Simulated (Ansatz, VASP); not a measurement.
Two plane-wave programs on GaSi16

```xyz
17
Lattice="0.0000 5.4300 5.4300 5.4300 0.0000 5.4300 5.4300 5.4300 0.0000" Properties=species:S:1:pos:R:3 pbc="T T T"
Si    0.0080   -0.0032    0.0169
Si    1.3152    1.3158    1.3152
Si    2.7153    2.7158   -0.0278
Si    4.1174    4.1183    1.3117
Si    2.7177   -0.0316    2.7169
Si    4.1327    1.2969    4.1316
Si    5.4622    2.7125    2.7162
Si    6.7743    4.0857    4.0864
Si   -0.0294    2.7171    2.7158
Si    1.3050    4.1249    4.1231
Si    2.7132    5.4601    2.7151
Si    4.0843    6.7758    4.0844
Si    2.7157    2.7138    5.4634
Si    4.0879    4.0873    6.7729
Si    5.4282    5.4306    5.4261
Si    6.7719    6.7712    6.7721
Ga    8.1564    8.1402    2.7390
```

Alike in both runs: functional PBE; dispersion D3(BJ); k mesh 2 × 2 × 2; occupations gaussian, width 0.05 eV; collinear spin.

Ansatz relaxed the structure, and its values are those at the end. VASP's run is a single point on that final structure, the one shown.

|  | VASP | Ansatz |
| --- | --- | --- |
| version | VASP 6.6.1 | Ansatz 0.2.0 |
| potentials or method | VASP PAW PBE potentials, release 64 (Si, Ga_d), cutoff 520 eV | scalar-relativistic, plane waves, PAW |
| valence electrons in the cell | 77 | 77 |

|  | VASP | Ansatz | Ansatz less VASP |
| --- | --- | --- | --- |
| rms of the force components (eV/Å) | 0.008 | 0.008 | -0.0001 |
| net moment per atom (μB) | 0.00 | 0.00 | 0.000 |

Ansatz's warnings: seeded moment not kept.

The k mesh is coarse, so the values compare programs but aren't converged.
